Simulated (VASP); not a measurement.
# BaTe in VASP: a series of runs

Runs on BaTe. Level: PBEsol. Tasks: single point.

Program: VASP 6.6.1. These are calculated values, not measurements. Logs are shortened: lines on timing, memory, paths and dates and some standing lists are left out, and cuts for length are marked.

**1. The cell of the first run**

It takes space group Fm-3m (No. 225, cubic). Conventional cell: a = 6.954 Å, b = 6.954 Å, c = 6.954 Å, α = 90.00°, β = 90.00°, γ = 90.00°. Within 4.6 Å of Ba (site symmetry m-3m) lie 6 Te at 3.48 Å. Te (site symmetry m-3m) has 6 Ba at 3.48 Å within 4.6 Å.

**2. Single point, PBEsol (42.03 Å³/atom)**

INCAR

```
PREC = Accurate
ENCUT = 520
EDIFF = 1E-6
ISMEAR = -1
SIGMA = 0.05
LREAL = False
LASPH = True
NELM = 80
ALGO = Normal
ISIF = 2
LWAVE = False
LCHARG = True
GGA = PS
LELF = True
LVHAR = True
NBANDS = 15
```

KPOINTS

```
regular mesh
0
Gamma
  10 10 10
```

POSCAR

```
BaTe
1.0
    0.0000000000      3.4768797245      3.4768797245
    3.4768797245      0.0000000000      3.4768797245
    3.4768797245      3.4768797245      0.0000000000
Ba Te
1 1
Direct
    0.0000000000      0.0000000000      0.0000000000
    0.5000000000      0.5000000000      0.5000000000
```

Potentials or basis: VASP PAW PBE potentials, release 64 (Ba_sv, Te).

The run is started by

```bash
$ cat potpaw_PBE.64/Ba_sv/POTCAR potpaw_PBE.64/Te/POTCAR > POTCAR
$ mpirun -np 1 vasp_std > vasp.out
```

OUTCAR:

```text
PREC = Accurate
   ENCUT = 520
   EDIFF = 1E-6
   ISMEAR = -1
   LREAL = False
   LASPH = True
   NELM = 80
   ISIF = 2
   GGA = PS

 ion  position               nearest neighbor table
   1  0.000  0.000  0.000-   2 3.48   2 3.48   2 3.48   2 3.48   2 3.48   2 3.48
   2  0.500  0.500  0.500-   1 3.48   1 3.48   1 3.48   1 3.48   1 3.48   1 3.48

  LATTYP: Found a face centered cubic cell.
 ALAT       =     6.9537594490

  Lattice vectors:

 A1 = (   0.0000000000,   3.4768797245,   3.4768797245)
 A2 = (   3.4768797245,   0.0000000000,   3.4768797245)
 A3 = (   3.4768797245,   3.4768797245,   0.0000000000)

Analysis of symmetry for initial positions (statically):
=====================================================================
 Subroutine PRICEL returns:
 Original cell was already a primitive cell.

 Routine SETGRP: Setting up the symmetry group for a
 face centered cubic supercell.

 Subroutine GETGRP returns: Found 48 space group operations
 (whereof 48 operations were pure point group operations)
 out of a pool of 48 trial point group operations.

The static configuration has the point symmetry O_h .

Analysis of symmetry for dynamics (positions and initial velocities):
=====================================================================
 Subroutine PRICEL returns:
 Original cell was already a primitive cell.

 Routine SETGRP: Setting up the symmetry group for a
 face centered cubic supercell.

 Subroutine GETGRP returns: Found 48 space group operations
 (whereof 48 operations were pure point group operations)
 out of a pool of 48 trial point group operations.

The dynamic configuration has the point symmetry O_h .

 Subroutine INISYM returns: Found 48 space group operations
 (whereof 48 operations are pure point group operations),
 and found     1 'primitive' translations

----------------------------------------------------------------------------------------

                                     Primitive cell

  volume of cell :      84.0619

  direct lattice vectors                    reciprocal lattice vectors
     0.000000000  3.476879724  3.476879724    -0.143807103  0.143807103  0.143807103
     3.476879724  0.000000000  3.476879724     0.143807103 -0.143807103  0.143807103
     3.476879724  3.476879724  0.000000000     0.143807103  0.143807103 -0.143807103

  length of vectors
     4.917050461  4.917050461  4.917050461     0.249081209  0.249081209  0.249081209

  position of ions in fractional coordinates (direct lattice)
     0.000000000  0.000000000  0.000000000
     0.500000000  0.500000000  0.500000000

  ion indices of the primitive-cell ions
   primitive index   ion index
                 1           1
                 2           2

----------------------------------------------------------------------------------------

 KPOINTS: regular mesh

Automatic generation of k-mesh.
 Grid dimensions read from file:
 generate k-points for:   10   10   10

 Generating k-lattice:

  Cartesian coordinates                     Fractional coordinates (reciprocal lattice)
    -0.014380710  0.014380710  0.014380710     0.100000000  0.000000000  0.000000000
     0.014380710 -0.014380710  0.014380710     0.000000000  0.100000000  0.000000000
     0.014380710  0.014380710 -0.014380710     0.000000000  0.000000000  0.100000000

  Length of vectors
     0.024908121  0.024908121  0.024908121

  Shift w.r.t. Gamma in fractional coordinates (k-lattice)
     0.000000000  0.000000000  0.000000000

 Subroutine IBZKPT returns following result:
 ===========================================

 Found     47 irreducible k-points:

 Following reciprocal coordinates:
            Coordinates               Weight
  0.000000  0.000000  0.000000      1.000000
  0.100000  0.000000  0.000000      8.000000
  0.200000  0.000000  0.000000      8.000000
  0.300000  0.000000  0.000000      8.000000
  0.400000  0.000000  0.000000      8.000000
  0.500000  0.000000  0.000000      4.000000
[... 16 lines left out ...]
  0.300000  0.300000  0.000000      6.000000
  0.400000  0.300000  0.000000     24.000000
 [... further k-points ...]
   k-points           NKPTS =     47   k-points in BZ     NKDIM =     47   number of bands    NBANDS=     15
   number of dos      NEDOS =    301   number of ions     NIONS =      2
   total plane-waves  NPLWV =  64000
   dimension x,y,z NGX =    40 NGY =   40 NGZ =   40
   dimension x,y,z NGXF=    80 NGYF=   80 NGZF=   80
   ions per type =               1   1
   NGX,Y,Z   is equivalent  to a cutoff of  13.52, 13.52, 13.52 a.u.
   NGXF,Y,Z  is equivalent  to a cutoff of  27.05, 27.05, 27.05 a.u.
 SYSTEM =  unknown system
   PREC   = accura    normal or accurate (medium, high low for compatibility)
   ISTART =      0    job   : 0-new  1-cont  2-samecut
   ICHARG =      2    charge: 1-file 2-atom 10-const
   ISPIN  =      1    spin polarized calculation?
   LNONCOLLINEAR =      F non collinear calculations
   LSORBIT =      F    spin-orbit coupling
   LASPH  =      T    aspherical Exc in radial PAW
   ENCUT  =  520.0 eV  38.22 Ry    6.18 a.u.   9.14  9.14  9.14*2*pi/ulx,y,z
   NELM   =     80;   NELMIN=  2; NELMDL= -5     # of ELM steps
   EDIFF  = 0.1E-05   stopping-criterion for ELM
   LREAL  =      F    real-space projection
[... 7 lines left out ...]
   TEBEG  =    0.0;   TEEND  =   0.0 temperature during run
   PSTRESS=    0.0 pullay stress
   NELECT =      16.0000    total number of electrons
   NUPDOWN=      -1.0000    fix difference up-down
   EMIN   =  10.00;   EMAX   =-10.00  energy-range for DOS
   EFERMI =   0.00;   METHOD = LEGACY
   ISMEAR =    -1;   SIGMA  =   0.05  broadening in eV -4-tet -1-fermi 0-gaus
   EFERMI_NEDOS =   21; number of points for ismear=-14 and -15
   IALGO  =     38    algorithm
   IMIX   =      4    mixing-type and parameters
     AMIX     =   0.40;   BMIX     =  1.00
     AMIX_MAG =   1.60;   BMIX_MAG =  1.00
  volume/ion in A,a.u.               =      42.03       283.64
  Fermi-wavevector in a.u.,A,eV,Ry     =   0.941706  1.779566 12.065775  0.886809
  Thomas-Fermi vector in A             =   2.069243
   LORBIT       =      0    0 simple, 1 ext, 2 COOP (PROOUT), +10 PAW based schemes
   GGA     = PS    functional components
   LHFCALC =     F    Hartree Fock is set to
   AEXX    =    0.0000 exact exchange contribution
   IVDW    =     0    specifies the selected vdW correction
   LEPSILON=     F    determine dielectric tensor
   LRPA    =     F    only Hartree local field effects (RPA)
 non-spin polarized calculation
  energy-cutoff  :      520.00
  volume of cell :       84.06
 maximum number of plane-waves:      2285
 NGX is ok and might be reduce to    40
   NGX = 19   NGY = 19   NGZ = 19

 number of electron      16.0000000 magnetization

 Free energy of the ion-electron system (eV)
  ---------------------------------------------------
  ext. energy  EPLUGINS =         0.00000000
  ---------------------------------------------------
  free energy    TOTEN  =        -9.19168710 eV

  energy without entropy =       -9.19168709  energy(sigma->0) =       -9.19168710

 E-fermi :   2.9810     XC(G=0):  -8.4907

 val. band max:        2.2797257216   @ k =   0.0000   0.0000   0.0000
 cond. band min:       3.6649395219   @ k =   0.5000   0.5000   0.0000
 fundamental gap:      1.3852138004
 Fermi energy:         2.9809893607

 k-point     1 :       0.0000    0.0000    0.0000
  band No.  band energies     occupation
      1     -24.6506      2.00000
      2      -9.7939      2.00000
      3      -9.7939      2.00000
      4      -9.7939      2.00000
      5      -7.3448      2.00000
      6       2.2797      2.00000
      7       2.2797      2.00000
      8       2.2797      2.00000
      9       5.1103      0.00000
     10       5.1315      0.00000
     11       5.1315      0.00000
     12       5.1315      0.00000
     13       5.7984      0.00000
     14       5.7984      0.00000
     15       9.1166      0.00000

 k-point     2 :       0.1000    0.0000    0.0000
  band No.  band energies     occupation
      1     -24.6492      2.00000
      2      -9.8501      2.00000
      3      -9.7951      2.00000
      4      -9.7951      2.00000
      5      -7.2600      2.00000
      6       1.9014      2.00000
      7       2.1106      2.00000
      8       2.1106      2.00000
      9       5.1322      0.00000
     10       5.2639      0.00000
     11       5.2639      0.00000
     12       5.5944      0.00000
     13       6.1030      0.00000
     14       6.1030      0.00000
     15       9.4534      0.00000

 k-point     3 :       0.2000    0.0000    0.0000
  band No.  band energies     occupation
      1     -24.6454      2.00000
      2      -9.9836      2.00000
      3      -9.7983      2.00000
      4      -9.7983      2.00000
      5      -7.0489      2.00000
      6       1.1898      2.00000
      7       1.7529      2.00000
      8       1.7529      2.00000
      9       5.2104      0.00000
     10       5.6202      0.00000
     11       5.6202      0.00000
     12       6.5879      0.00000
     13       6.8900      0.00000
     14       6.8900      0.00000
     15      10.2806      0.00000
[... 343 lines left out ...]
 k-point    23 :       0.3000    0.3000    0.0000
  band No.  band energies     occupation
      1     -24.6375      2.00000
      2     -10.0247      2.00000
      3      -9.8549      2.00000
      4      -9.8549      2.00000
      5      -6.9896      2.00000
      6       0.6576      2.00000
      7       1.9180      2.00000
      8       1.9180      2.00000
      9       4.0409      0.00000
     10       6.2593      0.00000
     11       6.3495      0.00000
     12       7.3180      0.00000
     13       7.3180      0.00000
     14       9.7526      0.00000
     15      10.3696      0.00000

 k-point    24 :       0.4000    0.3000    0.0000
  band No.  band energies     occupation
      1     -24.6345      2.00000
      2     -10.0517      2.00000
      3      -9.8730      2.00000
      4      -9.8634      2.00000
      5      -6.9770      2.00000
      6       0.7266      2.00000
      7       1.7025      2.00000
      8       1.8021      2.00000
      9       4.0932      0.00000
     10       6.7067      0.00000
     11       6.7444      0.00000
     12       7.6732      0.00000
     13       7.6977      0.00000
     14       8.8933      0.00000
     15      10.2172      0.00000

 [... further k-points ...]
[... 5 lines left out ...]
  --------------------------------------------------------------------------------------
  -------------------------------------------------------------------------------------
  Total        0.1092880      0.1092880      0.1092880     -0.0000000      0.0000000      0.0000000
  in kB        2.0829755      2.0829755      2.0829755     -0.0000000      0.0000000      0.0000000
  external PRESSURE =       2.0829755 kB  Pullay stress =       0.0000000 kB

 VOLUME and BASIS-vectors are now :
 -----------------------------------------------------------------------------
  energy-cutoff  :      520.00
  volume of cell :       84.06
      direct lattice vectors                 reciprocal lattice vectors
     0.000000000  3.476879724  3.476879724    -0.143807103  0.143807103  0.143807103
     3.476879724  0.000000000  3.476879724     0.143807103 -0.143807103  0.143807103
     3.476879724  3.476879724  0.000000000     0.143807103  0.143807103 -0.143807103

 POSITION                                       TOTAL-FORCE (eV/Angst)
 -----------------------------------------------------------------------------------
      0.00000      0.00000      0.00000        -0.000000     -0.000000      0.000000
      3.47688      3.47688      3.47688         0.000000      0.000000      0.000000
 -----------------------------------------------------------------------------------
    total drift:                                0.000000     -0.000000     -0.000000

  FREE ENERGIE OF THE ION-ELECTRON SYSTEM (eV)
  ---------------------------------------------------
  free  energy   TOTEN  =        -9.1916871039 eV

  energy  without entropy=       -9.1916870893  energy(sigma->0) =       -9.19168710
```

Wall time 47 s (1 thread of Intel Xeon Platinum 8488C (Sapphire Rapids), shared host); peak memory 0.27 GiB.

Results:

```yaml
Free_energy: -9.1917 eV
Pressure: 0.2 GPa
Band_gap_on_the_k_mesh: 1.39 eV (least direct gap 1.77 eV)
```

Caveat: the PAW data sets were made with another functional, which shifts forces and pressure a little; spin-orbit coupling is left out, which moves the levels of the heavy elements. A k mesh can miss the band edges.

**3. Single point, PBEsol (equal xx and yy strain of -2 %)**

INCAR

```
SYSTEM = BaTe
  PREC = Accurate
  ENCUT = 520
  EDIFF = 1E-7
  ISMEAR = -1
  SIGMA = 0.05
  LREAL = .False.
  LASPH = .True.
  NELM = 60
  ALGO = Normal
  ISIF = 2
  LWAVE = .False.
  LCHARG = .False.
  GGA = PS
  NBANDS = 15
```

KPOINTS

```
regular mesh
0
Gamma
  10 10 10
  0 0 0
```

POSCAR

```
BaTe
1.0
    0.0000000000      3.3418000000      3.4100000000
    3.3418000000      0.0000000000      3.4100000000
    3.3418000000      3.3418000000      0.0000000000
Ba Te
1 1
Direct
    0.0000000000      0.0000000000      0.0000000000
    0.5000000000      0.5000000000      0.5000000000
```

Potentials or basis: VASP PAW PBE potentials, release 64 (Ba_sv, Te).

The run is started by

```bash
$ cat potpaw_PBE.64/Ba_sv/POTCAR potpaw_PBE.64/Te/POTCAR > POTCAR
$ mpirun -np 1 vasp_std > vasp.out
```

OUTCAR:

```text
SYSTEM = BaTe
   PREC = Accurate
   ENCUT = 520
   EDIFF = 1E-7
   ISMEAR = -1
   LREAL = .False.
   LASPH = .True.
   NELM = 60
   ISIF = 2
   GGA = PS

 ion  position               nearest neighbor table
   1  0.000  0.000  0.000-   2 3.34   2 3.34   2 3.34   2 3.34   2 3.41   2 3.41
   2  0.500  0.500  0.500-   1 3.34   1 3.34   1 3.34   1 3.34   1 3.41   1 3.41

  LATTYP: Found a body centered tetragonal cell.
 ALAT       =     4.7260188827
 C/A-ratio  =     1.4430750636

  Lattice vectors:

 A1 = (  -3.3418000000,   0.0000000000,   3.4100000000)
 A2 = (   3.3418000000,   0.0000000000,   3.4100000000)
 A3 = (   0.0000000000,   3.3418000000,  -3.4100000000)

Analysis of symmetry for initial positions (statically):
=====================================================================
 Subroutine PRICEL returns:
 Original cell was already a primitive cell.

 Routine SETGRP: Setting up the symmetry group for a
 body centered tetragonal supercell.

 Subroutine GETGRP returns: Found 16 space group operations
 (whereof 16 operations were pure point group operations)
 out of a pool of 16 trial point group operations.

The static configuration has the point symmetry D_4h.

[... 167 lines left out ...]
  band No.  band energies     occupation
      1     -23.7495      2.00000
      2      -8.9262      2.00000
      3      -8.9262      2.00000
      4      -8.9109      2.00000
      5      -6.9121      2.00000
      6       2.9033      1.99999
      7       2.9858      1.99996
      8       2.9858      1.99996
      9       5.6148      0.00000
     10       5.7582      0.00000
     11       5.7582      0.00000
     12       6.1179      0.00000
     13       6.5240      0.00000
     14       6.5447      0.00000
[... 401 lines left out ...]
      2      -9.3033      2.00000
      3      -9.0400      2.00000
      4      -9.0222      2.00000
      5      -6.4436      2.00000
      6       1.2551      2.00000
      7       2.3638      2.00000
      8       2.4847      2.00000
      9       4.5656      0.00000
     10       7.5333      0.00000
     11       7.9091      0.00000
     12       8.5845      0.00000
     13       8.6011      0.00000
     14       9.9611      0.00000
     15      11.3556      0.00000

 [... further k-points ...]
[... 5 lines left out ...]
  --------------------------------------------------------------------------------------
  -------------------------------------------------------------------------------------
  Total        2.3752464      2.3752464      1.3227734      0.0000000      0.0000000      0.0000000
  in kB       49.9659296     49.9659296     27.8259975      0.0000000      0.0000000      0.0000000
  external PRESSURE =      42.5859522 kB  Pullay stress =       0.0000000 kB

 VOLUME and BASIS-vectors are now :
 -----------------------------------------------------------------------------
  energy-cutoff  :      520.00
  volume of cell :       76.16
      direct lattice vectors                 reciprocal lattice vectors
     0.000000000  3.341800000  3.410000000    -0.149619965  0.149619965  0.146627566
     3.341800000  0.000000000  3.410000000     0.149619965 -0.149619965  0.146627566
     3.341800000  3.341800000  0.000000000     0.149619965  0.149619965 -0.146627566

 POSITION                                       TOTAL-FORCE (eV/Angst)
 -----------------------------------------------------------------------------------
      0.00000      0.00000      0.00000        -0.000000      0.000000      0.000000
      3.34180      3.34180      3.41000         0.000000     -0.000000     -0.000000
 -----------------------------------------------------------------------------------
    total drift:                                0.000000      0.000000      0.000000

  FREE ENERGIE OF THE ION-ELECTRON SYSTEM (eV)
  ---------------------------------------------------
  free  energy   TOTEN  =        -9.0839100614 eV

  energy  without entropy=       -9.0839098992  energy(sigma->0) =       -9.08390998
```

OSZICAR:

```text
N       E                     dE             d eps       ncg     rms          rms(c)
DAV:   1     0.820134463165E+02    0.82013E+02   -0.64900E+03  3060   0.908E+02
DAV:   2    -0.426981225141E+01   -0.86283E+02   -0.78698E+02  4170   0.158E+02
DAV:   3    -0.907057684330E+01   -0.48008E+01   -0.47657E+01  4084   0.398E+01
DAV:   4    -0.918882963404E+01   -0.11825E+00   -0.11822E+00  3973   0.623E+00
DAV:   5    -0.919136100342E+01   -0.25314E-02   -0.25313E-02  4334   0.748E-01    0.444E+00
DAV:   6    -0.909424115778E+01    0.97120E-01   -0.90035E-02  3606   0.159E+00    0.288E+00
DAV:   7    -0.908305034863E+01    0.11191E-01   -0.78523E-02  3788   0.155E+00    0.717E-01
DAV:   8    -0.908366536591E+01   -0.61502E-03   -0.91905E-03  3410   0.562E-01    0.187E-01
DAV:   9    -0.908385033311E+01   -0.18497E-03   -0.39896E-04  4019   0.143E-01    0.479E-02
DAV:  10    -0.908390175883E+01   -0.51426E-04   -0.54077E-05  3781   0.484E-02    0.146E-02
DAV:  11    -0.908391145312E+01   -0.96943E-05   -0.22568E-05  3900   0.275E-02    0.165E-02
DAV:  12    -0.908390992259E+01    0.15305E-05   -0.38548E-06  3837   0.113E-02    0.270E-03
DAV:  13    -0.908391004204E+01   -0.11945E-06   -0.25830E-07  3753   0.274E-03    0.959E-04
DAV:  14    -0.908391006141E+01   -0.19371E-07   -0.51683E-09  2426   0.448E-04
   1 F= -.90839101E+01 E0= -.90839100E+01  d E =-.162169E-06
```

Wall time 60 s (1 thread of Intel Xeon Platinum 8488C (Sapphire Rapids), shared host); peak memory 0.29 GiB.

What came out:

* Free energy: -9.0839 eV
* Pressure: 4.3 GPa
* Band gap on the k mesh: 1.09 eV (least direct gap 1.46 eV)

Levels at points of the mesh, in eV from the valence-band top:
| k point | band 5 | band 6 | band 7 | band 8 | band 9 | band 10 | band 11 | band 12 |
| --- | --- | --- | --- | --- | --- | --- | --- | --- |
| (0.00, 0.00, 0.00) | -9.90 | -0.08 | 0.00 | 0.00 | 2.63 | 2.77 | 2.77 | 3.13 |
| (0.50, 0.00, 0.00) | -8.73 | -2.67 | -1.44 | -1.44 | 4.20 | 4.94 | 5.02 | 5.08 |
| (0.50, 0.50, 0.00) | -9.66 | -1.27 | -0.36 | -0.36 | 1.10 | 4.53 | 5.07 | 6.06 |
| (0.50, 0.00, 0.50) | -9.66 | -1.15 | -0.46 | -0.39 | 1.09 | 4.55 | 5.06 | 6.00 |

Caveat: the cell differs from its parent crystal (equal xx and yy strain of -2 %); the cell stands under pressure; the PAW data sets were made with another functional, which shifts forces and pressure a little; spin-orbit coupling is left out, which moves the levels of the heavy elements. A k mesh can miss the band edges.

[end of part 1 of 2]
